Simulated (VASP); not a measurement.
# Zn2As (Pn-3m) in VASP: a series of runs

Zn2As is run at these levels: PBE; tasks: relaxation of cell and atoms, single point.

Program: VASP 6.6.1. These are calculated values, not measurements. Logs are shortened: lines on timing, memory, paths and dates and some standing lists are left out, and cuts for length are marked.

## (1) The cell of the first run

Symmetry: Pn-3m, No. 224, cubic system. Conventional cell: a = 5.550 Å, b = 5.550 Å, c = 5.550 Å, α = 90.00°, β = 90.00°, γ = 90.00°. Zn (site symmetry -3m) has 2 As at 2.40 Å within 3.2 Å. Within 3.2 Å of As (site symmetry -43m) lie 4 Zn at 2.40 Å.

## (2) Relaxation of cell and atoms, PBE

File INCAR:

```
PREC = Accurate
ENCUT = 600
EDIFF = 1E-7
ISMEAR = 0
SIGMA = 0.1
LREAL = False
LASPH = True
NELM = 100
ALGO = Normal
ISIF = 3
LWAVE = False
LCHARG = False
GGA = PE
IBRION = 2
NSW = 100
EDIFFG = -0.01
```

File KPOINTS:

```
Automatic mesh
0
Gamma
  8 8 8
```

File POSCAR:

```
Zn2As
1.0
    5.5502573365      0.0000000000      0.0000000000
    0.0000000000      5.5502573365      0.0000000000
    0.0000000000      0.0000000000      5.5502573365
Zn As
4 2
Direct
    0.2500000000      0.2500000000      0.2500000000
    0.7500000000      0.7500000000      0.2500000000
    0.7500000000      0.2500000000      0.7500000000
    0.2500000000      0.7500000000      0.7500000000
    0.0000000000      0.0000000000      0.0000000000
    0.5000000000      0.5000000000      0.5000000000
```

Potentials or basis: VASP PAW PBE potentials, release 64 (Zn, As).

The run is started by

```sh
cat potpaw_PBE.64/Zn/POTCAR potpaw_PBE.64/As/POTCAR > POTCAR
mpirun -np 1 vasp_std > vasp.out
```

OUTCAR:

```text
PREC = Accurate
   ENCUT = 600
   EDIFF = 1E-7
   ISMEAR = 0
   LREAL = False
   LASPH = True
   NELM = 100
   ISIF = 3
   GGA = PE
   IBRION = 2
   NSW = 100
   EDIFFG = -0.01

 ion  position               nearest neighbor table
   1  0.250  0.250  0.250-   5 2.40   6 2.40
   2  0.750  0.750  0.250-   5 2.40   6 2.40
   3  0.750  0.250  0.750-   5 2.40   6 2.40
   4  0.250  0.750  0.750-   5 2.40   6 2.40
   5  0.000  0.000  0.000-   1 2.40   2 2.40   3 2.40   4 2.40
   6  0.500  0.500  0.500-   1 2.40   2 2.40   3 2.40   4 2.40

  LATTYP: Found a simple cubic cell.
 ALAT       =     5.5502573365

  Lattice vectors:

 A1 = (   5.5502573365,   0.0000000000,   0.0000000000)
 A2 = (   0.0000000000,   5.5502573365,   0.0000000000)
 A3 = (   0.0000000000,   0.0000000000,   5.5502573365)

Analysis of symmetry for initial positions (statically):
=====================================================================
 Subroutine PRICEL returns:
 Original cell was already a primitive cell.

 Routine SETGRP: Setting up the symmetry group for a
 simple cubic supercell.

 Subroutine GETGRP returns: Found 48 space group operations
 (whereof 24 operations were pure point group operations)
 out of a pool of 48 trial point group operations.

The static configuration has the point symmetry T_d .
 The point group associated with its full space group is O_h .

Analysis of symmetry for dynamics (positions and initial velocities):
=====================================================================
 Subroutine PRICEL returns:
 Original cell was already a primitive cell.

 Routine SETGRP: Setting up the symmetry group for a
 simple cubic supercell.

 Subroutine GETGRP returns: Found 48 space group operations
 (whereof 24 operations were pure point group operations)
 out of a pool of 48 trial point group operations.

The dynamic configuration has the point symmetry T_d .
 The point group associated with its full space group is O_h .

 Subroutine INISYM returns: Found 48 space group operations
 (whereof 24 operations are pure point group operations),
 and found     1 'primitive' translations

----------------------------------------------------------------------------------------

                                     Primitive cell

  volume of cell :     170.9777

  direct lattice vectors                    reciprocal lattice vectors
     5.550257336  0.000000000  0.000000000     0.180171826  0.000000000  0.000000000
     0.000000000  5.550257336  0.000000000     0.000000000  0.180171826  0.000000000
     0.000000000  0.000000000  5.550257336     0.000000000  0.000000000  0.180171826

  length of vectors
     5.550257336  5.550257336  5.550257336     0.180171826  0.180171826  0.180171826

  position of ions in fractional coordinates (direct lattice)
     0.250000000  0.250000000  0.250000000
     0.750000000  0.750000000  0.250000000
     0.750000000  0.250000000  0.750000000
     0.250000000  0.750000000  0.750000000
     0.000000000  0.000000000  0.000000000
     0.500000000  0.500000000  0.500000000

  ion indices of the primitive-cell ions
   primitive index   ion index
                 1           1
                 2           2
                 3           3
                 4           4
                 5           5
                 6           6

----------------------------------------------------------------------------------------

 KPOINTS: Automatic mesh

Automatic generation of k-mesh.
 Grid dimensions read from file:
 generate k-points for:    8    8    8

 Generating k-lattice:

  Cartesian coordinates                     Fractional coordinates (reciprocal lattice)
     0.022521478  0.000000000  0.000000000     0.125000000  0.000000000  0.000000000
     0.000000000  0.022521478  0.000000000     0.000000000  0.125000000  0.000000000
     0.000000000  0.000000000  0.022521478     0.000000000  0.000000000  0.125000000

  Length of vectors
     0.022521478  0.022521478  0.022521478

  Shift w.r.t. Gamma in fractional coordinates (k-lattice)
     0.000000000  0.000000000  0.000000000

 Subroutine IBZKPT returns following result:
 ===========================================

 Found     35 irreducible k-points:

 Following reciprocal coordinates:
            Coordinates               Weight
  0.000000  0.000000  0.000000      1.000000
  0.125000  0.000000  0.000000      6.000000
  0.250000  0.000000  0.000000      6.000000
  0.375000  0.000000  0.000000      6.000000
  0.500000  0.000000  0.000000      3.000000
  0.125000  0.125000  0.000000     12.000000
[... 16 lines left out ...]
  0.375000  0.375000  0.125000     24.000000
  0.500000  0.375000  0.125000     24.000000
 [... further k-points ...]
   k-points           NKPTS =     35   k-points in BZ     NKDIM =     35   number of bands    NBANDS=     34
   number of dos      NEDOS =    301   number of ions     NIONS =      6
   total plane-waves  NPLWV = 110592
   dimension x,y,z NGX =    48 NGY =   48 NGZ =   48
   dimension x,y,z NGXF=    96 NGYF=   96 NGZF=   96
   ions per type =               4   2
   NGX,Y,Z   is equivalent  to a cutoff of  14.38, 14.38, 14.38 a.u.
   NGXF,Y,Z  is equivalent  to a cutoff of  28.75, 28.75, 28.75 a.u.
 SYSTEM =  unknown system
   PREC   = accura    normal or accurate (medium, high low for compatibility)
   ISTART =      0    job   : 0-new  1-cont  2-samecut
   ICHARG =      2    charge: 1-file 2-atom 10-const
   ISPIN  =      1    spin polarized calculation?
   LNONCOLLINEAR =      F non collinear calculations
   LSORBIT =      F    spin-orbit coupling
   LASPH  =      T    aspherical Exc in radial PAW
   ENCUT  =  600.0 eV  44.10 Ry    6.64 a.u.  11.09 11.09 11.09*2*pi/ulx,y,z
   NELM   =    100;   NELMIN=  2; NELMDL= -5     # of ELM steps
   EDIFF  = 0.1E-06   stopping-criterion for ELM
   LREAL  =      F    real-space projection
   EDIFFG = -.1E-01   stopping-criterion for IOM
   NSW    =    100    number of steps for IOM
   IBRION =      2    ionic relax: 0-MD 1-quasi-New 2-CG
   NFREE  =      1    steps in history (QN), initial steepest desc. (CG)
   ISIF   =      3    stress and relaxation
   ISYM   =      2    0-nonsym 1-usesym 2-fastsym
   POTIM  = 0.5000    time-step for ionic-motion
   TEBEG  =    0.0;   TEEND  =   0.0 temperature during run
   PSTRESS=    0.0 pullay stress
   NELECT =      58.0000    total number of electrons
   NUPDOWN=      -1.0000    fix difference up-down
   EMIN   =  10.00;   EMAX   =-10.00  energy-range for DOS
   EFERMI =   0.00;   METHOD = LEGACY
   ISMEAR =     0;   SIGMA  =   0.10  broadening in eV -4-tet -1-fermi 0-gaus
   EFERMI_NEDOS =   21; number of points for ismear=-14 and -15
   IALGO  =     38    algorithm
   IMIX   =      4    mixing-type and parameters
     AMIX     =   0.40;   BMIX     =  1.00
     AMIX_MAG =   1.60;   BMIX_MAG =  1.00
  volume/ion in A,a.u.               =      28.50       192.30
  Fermi-wavevector in a.u.,A,eV,Ry     =   1.141750  2.157595 17.736462  1.303593
  Thomas-Fermi vector in A             =   2.278450
   LORBIT       =      0    0 simple, 1 ext, 2 COOP (PROOUT), +10 PAW based schemes
   GGA     = PE    functional components
   LHFCALC =     F    Hartree Fock is set to
   AEXX    =    0.0000 exact exchange contribution
   IVDW    =     0    specifies the selected vdW correction
   LEPSILON=     F    determine dielectric tensor
   LRPA    =     F    only Hartree local field effects (RPA)
 conjugate gradient relaxation of ions
 non-spin polarized calculation
 Gauss-broadening in eV      SIGMA  =   0.10
  energy-cutoff  :      600.00
  volume of cell :      170.98
 maximum number of plane-waves:      5832
 NGX is ok and might be reduce to    48
   NGX = 23   NGY = 23   NGZ = 23

--------------------------------------- Ionic step        1  -------------------------------------------

 number of electron      58.0000031 magnetization

 Free energy of the ion-electron system (eV)
  ---------------------------------------------------
  ext. energy  EPLUGINS =         0.00000000
  ---------------------------------------------------
  free energy    TOTEN  =       -12.18592743 eV

  energy without entropy =      -12.17732261  energy(sigma->0) =      -12.18162502

------------------------ aborting loop because EDIFF is reached ----------------------------------------

  FORCE on cell =-STRESS in cart. coord.  units (eV):
  Direction    XX          YY          ZZ          XY          YZ          ZX
  --------------------------------------------------------------------------------------
  -------------------------------------------------------------------------------------
  Total        0.1369741      0.1369741      0.1369741      0.0000000      0.0000000      0.0000000
  in kB        1.2835410      1.2835410      1.2835410      0.0000000      0.0000000      0.0000000
  external PRESSURE =       1.2835410 kB  Pullay stress =       0.0000000 kB

 VOLUME and BASIS-vectors are now :
 -----------------------------------------------------------------------------
  energy-cutoff  :      600.00
  volume of cell :      170.98
      direct lattice vectors                 reciprocal lattice vectors
     5.550257336  0.000000000  0.000000000     0.180171826  0.000000000  0.000000000
     0.000000000  5.550257336  0.000000000     0.000000000  0.180171826  0.000000000
     0.000000000  0.000000000  5.550257336     0.000000000  0.000000000  0.180171826

 POSITION                                       TOTAL-FORCE (eV/Angst)
 -----------------------------------------------------------------------------------
      1.38756      1.38756      1.38756        -0.000000      0.000000      0.000000
      4.16269      4.16269      1.38756         0.000000     -0.000000      0.000000
      4.16269      1.38756      4.16269        -0.000000     -0.000000     -0.000000
      1.38756      4.16269      4.16269        -0.000000      0.000000     -0.000000
      0.00000      0.00000      0.00000         0.000000     -0.000000      0.000000
      2.77513      2.77513      2.77513         0.000000     -0.000000      0.000000
 -----------------------------------------------------------------------------------
    total drift:                                0.000000     -0.000000      0.000000

  FREE ENERGIE OF THE ION-ELECTRON SYSTEM (eV)
  ---------------------------------------------------
  free  energy   TOTEN  =       -12.1859274344 eV

  energy  without entropy=      -12.1773226117  energy(sigma->0) =      -12.18162502

--------------------------------------- Ionic step        2  -------------------------------------------

 number of electron      58.0000041 magnetization

 Free energy of the ion-electron system (eV)
  ---------------------------------------------------
  ext. energy  EPLUGINS =         0.00000000
  ---------------------------------------------------
  free energy    TOTEN  =       -12.18621081 eV

  energy without entropy =      -12.17746222  energy(sigma->0) =      -12.18183651

 E-fermi :   1.4658     XC(G=0):  -8.3498

 val. band max:        1.3776475233   @ k =   0.2500   0.1250   0.0000
 cond. band min:       1.4970820758   @ k =   0.5000   0.3750   0.3750
 fundamental gap:      0.1194345525
 Fermi energy:         1.4657922168

 k-point     1 :       0.0000    0.0000    0.0000
  band No.  band energies     occupation
      1     -10.9459      2.00000
      2      -9.9297      2.00000
      3      -6.7792      2.00000
      4      -6.7792      2.00000
      5      -6.7792      2.00000
      6      -6.4199      2.00000
[... 26 lines left out ...]
     33       4.2777      0.00000
     34       4.2777      0.00000

 k-point     2 :       0.1250    0.0000    0.0000
  band No.  band energies     occupation
      1     -10.9129      2.00000
      2      -9.9769      2.00000
      3      -6.7693      2.00000
      4      -6.7693      2.00000
      5      -6.7326      2.00000
      6      -6.4192      2.00000
[... 806 lines left out ...]
 k-point    24 :       0.5000    0.3750    0.1250
  band No.  band energies     occupation
      1     -10.5547      2.00000
      2     -10.3246      2.00000
      3      -6.7195      2.00000
      4      -6.7170      2.00000
      5      -6.4987      2.00000
      6      -6.4197      2.00000
[... 26 lines left out ...]
     33       4.1050      0.00000
     34       4.3328      0.00000

 [... further k-points ...]
[... 5 lines left out ...]
  --------------------------------------------------------------------------------------
  -------------------------------------------------------------------------------------
  Total        0.0369265      0.0369265      0.0369265      0.0000000     -0.0000000      0.0000000
  in kB        0.3448859      0.3448859      0.3448859      0.0000000     -0.0000000      0.0000000
  external PRESSURE =       0.3448859 kB  Pullay stress =       0.0000000 kB

 VOLUME and BASIS-vectors are now :
 -----------------------------------------------------------------------------
  energy-cutoff  :      600.00
  volume of cell :      171.54
      direct lattice vectors                 reciprocal lattice vectors
     5.556370015  0.000000000  0.000000000     0.179973615 -0.000000000 -0.000000000
     0.000000000  5.556370015 -0.000000000    -0.000000000  0.179973615 -0.000000000
     0.000000000  0.000000000  5.556370015    -0.000000000  0.000000000  0.179973615

 POSITION                                       TOTAL-FORCE (eV/Angst)
 -----------------------------------------------------------------------------------
      1.38909      1.38909      1.38909        -0.000000      0.000000     -0.000000
      4.16728      4.16728      1.38909         0.000000      0.000000     -0.000000
      4.16728      1.38909      4.16728         0.000000      0.000000      0.000000
      1.38909      4.16728      4.16728        -0.000000     -0.000000     -0.000000
      0.00000      5.55637     -0.00000         0.000000     -0.000000      0.000000
      2.77819      2.77819      2.77819         0.000000     -0.000000      0.000000
 -----------------------------------------------------------------------------------
    total drift:                                0.000000     -0.000000      0.000000

  FREE ENERGIE OF THE ION-ELECTRON SYSTEM (eV)
  ---------------------------------------------------
  free  energy   TOTEN  =       -12.1862108138 eV

  energy  without entropy=      -12.1774622157  energy(sigma->0) =      -12.18183651

 reached required accuracy - stopping structural energy minimisation
```

Run time: 5.9 min. Hardware: 1 thread of Intel Xeon Platinum 8259CL at 2.50GHz (Skylake/Cascade Lake), shared host; peak memory 0.47 GiB.

What came out:

- Free energy: -12.1862 eV
- Relaxed volume: 28.59 Å³/atom
- Relaxed cell: a = 5.556 Å, b = 5.556 Å, c = 5.556 Å, α = 90.00°, β = 90.00°, γ = 90.00°
- Space group after relaxing (to 0.05 Å): Pn-3m (No. 224)
- Energy gained by relaxing: 0.0 meV/atom
- Ionic steps: 2
- Pressure after relaxing: 0.0 GPa
- Band gap on the k mesh: zero (band 29 reaches 2.82 eV, above the bottom of band 30 at 0.82 eV)

Step by step:
| step | energy change (eV) | largest force (eV/Å) | pressure (GPa) | volume (Å³) |
| --- | --- | --- | --- | --- |
| 1 | 0.0000 | 0.0000 | 0.13 | 170.98 |
| 2 | -0.0003 | 0.0000 | 0.03 | 171.54 |

Final structure:
```
Zn As
1.0
     5.55637    0.00000    0.00000
     0.00000    5.55637    0.00000
     0.00000    0.00000    5.55637
Zn As
4 2
Direct
  0.25000 0.25000 0.25000
  0.75000 0.75000 0.25000
  0.75000 0.25000 0.75000
  0.25000 0.75000 0.75000
  0.00000 0.00000 0.00000
  0.50000 0.50000 0.50000
```

Levels at points of the mesh, in eV from the Fermi level:
```csv
k point,band 25,band 26,band 27,band 28,band 29,band 30,band 31,band 32,band 33,band 34
"(0.00, 0.00, 0.00)",-4.48,-2.87,-2.87,-2.87,-1.95,-0.62,-0.62,2.81,2.81,2.81
"(0.50, 0.00, 0.00)",-4.35,-4.35,-2.99,-2.99,0.67,0.67,1.25,1.25,1.89,1.89
"(0.50, 0.50, 0.00)",-3.75,-3.75,-2.74,-2.74,-0.64,-0.64,0.62,0.62,3.55,3.55
"(0.50, 0.50, 0.50)",-5.00,-3.89,-3.89,-3.89,1.35,1.42,1.42,1.42,2.61,2.61
```

[end of part 1 of 2]
